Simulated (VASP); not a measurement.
Runs of VASP 6.6.1 on Si. The structure is that of space group P6/mmm (No. 191), or close to it. The cells are those of the table. 

```tsv
task	cell	k mesh	cutoff (eV)	smearing	gap on the mesh (eV)	pressure (GPa)
single point	a = 2.629, b = 2.629, c = 2.494 Å, angles 90.0, 90.0, 120.0°, 1 atom	24 × 24 × 24	520	gaussian 0.15 eV	none	0.0
single point	a = 2.629, b = 2.629, c = 2.494 Å, angles 90.0, 90.0, 120.0°, 1 atom	18 × 18 × 16	520	gaussian 0.1 eV	none	-0.1
single point	a = 2.629, b = 2.629, c = 2.494 Å, angles 90.0, 90.0, 120.0°, 1 atom	12 × 12 × 14	520	gaussian 0.15 eV	none	(a)
relaxation of cell and atoms	relaxed from a = 2.621, b = 2.621, c = 2.466 Å, angles 90.0, 90.0, 120.0°, 1 atom	18 × 18 × 16	600	gaussian 0.1 eV	none	0.0
```

Alike in all rows: level r2SCAN; potentials or basis VASP PAW PBE potentials, release 64 (Si); no spin polarisation.

Estimate the missing entries.

(a) 0.1.

Caveats: the PAW data sets were made with another functional, which shifts forces and pressure a little.

A gap of «none» marks levels without a gap at the run's occupations.
